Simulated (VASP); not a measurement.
Runs of VASP 6.6.1 on AgCl. The structure is that of space group P6_3/mmc (No. 194), or close to it. The cells are those of the table. 

| level | cell | smearing | gap on the mesh (eV) | pressure (GPa) |
| --- | --- | --- | --- | --- |
| PBE | a = 4.570, b = 4.570, c = 5.787 Å, angles 90.0, 90.0, 120.0°, 4 atoms | fermi-dirac 0.02 eV | 1.38 | -0.1 |
| PBE | a = 4.459, b = 4.459, c = 5.722 Å, angles 90.0, 90.0, 120.0°, 4 atoms | fermi-dirac 0.02 eV | (b) | 2.3 |
| r2SCAN | a = 4.459, b = 4.459, c = 5.722 Å, angles 90.0, 90.0, 120.0°, 4 atoms | gaussian 0.01 eV | (c) | 1.1 |
| r2SCAN | a = 4.570, b = 4.570, c = 5.787 Å, angles 90.0, 90.0, 120.0°, 4 atoms | gaussian 0.01 eV | 1.79 | (a) |

Alike in all rows: task single point; potentials or basis VASP PAW PBE potentials, release 64 (Ag, Cl); no spin polarisation; k mesh 6 × 6 × 4; cutoff (eV) 520.

Fill in the values left out.

(a) -1.3; (b) 1.35; (c) 1.73.

Caveats: the PAW data sets were made with another functional, which shifts forces and pressure a little (some runs).

A k mesh can miss the band edges, and the runs leave out spin-orbit coupling on Ag.
